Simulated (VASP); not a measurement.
Crystal: Al5P2.

```xyz
7
Lattice="3.7500 0.0000 0.0000 -1.8750 3.2476 0.0000 0.0000 0.0000 10.2000" Properties=species:S:1:pos:R:3 pbc="T T T"
Al    0.0000    0.0000    8.9250
Al    0.0000    2.1651    6.9360
Al    0.0000    0.0000    1.2750
Al    1.8750    1.0825    3.2640
Al    0.0000    0.0000    5.1000
P     1.8750    1.0825    8.2110
P     0.0000    2.1651    1.9890
```

```yaml
Program: VASP 6.6.1
Task: relaxation of cell and atoms
Functional: PBE
Potentials_or_basis: VASP PAW PBE potentials, release 64 (Al, P)
Cutoff: 600 eV
k_mesh: 5 × 5 × 2
Occupations: gaussian, width 0.2 eV
Spin: no spin polarisation
```

At the start: pressure 10.4 GPa; volume 17.75 Å³/atom.

**Question.** Where does the relaxation end?

**Answer.** Over 15 steps the energy falls by 217.6 meV/atom and the volume is 19.27 Å³/atom (+8.6 %); space group P-3m1 (No. 164, to 0.05 Å).

The path:
```
step  energy change (eV)  largest force (eV/Å)  pressure (GPa)  volume (Å³)
   1              0.0000                1.4914           10.44       124.22
   2             -0.6366                0.5615           -2.70       146.19
   3             -0.6715                0.6850           -0.82       141.51
   4             -0.8174                0.6158           -0.92       141.40
   5             -1.2199                0.3095           -1.35       140.73
   6             -1.0746                1.5773           -2.63       137.91
   7             -1.3963                0.4009           -1.86       139.98
   8             -1.4098                0.7715           -2.13       139.47
   9             -1.4464                0.7196            0.56       133.17
  10             -1.4647                0.6334           -0.49       135.43
  11             -1.5064                0.3163            0.17       134.64
  12             -1.5104                0.1812            0.48       134.30
  13             -1.5190                0.1080           -0.23       135.41
  14             -1.5195                0.0857           -0.44       135.76
  15             -1.5230                0.0406           -0.08       134.89
```

Final structure:
```yaml
crystal:
  lattice:
    - [3.60527, 0.00000, 0.00000]
    - [-1.80263, 3.12225, 0.00000]
    - [0.00000, 0.00000, 11.98312]
  atoms:
    - { symbol: Al, position: [0.00000, 0.00000, 0.89042] }
    - { symbol: Al, position: [0.33333, 0.66667, 0.65547] }
    - { symbol: Al, position: [0.00000, 0.00000, 0.10958] }
    - { symbol: Al, position: [0.66667, 0.33333, 0.34453] }
    - { symbol: Al, position: [0.00000, 0.00000, 0.50000] }
    - { symbol: P, position: [0.66667, 0.33333, 0.78612] }
    - { symbol: P, position: [0.33333, 0.66667, 0.21388] }
```

Caveat: the k points lie up to 0.40 Å⁻¹ apart in the final cell; the relaxation stopped at a loose force limit of 0.08 eV/Å, so its end isn't a converged minimum.
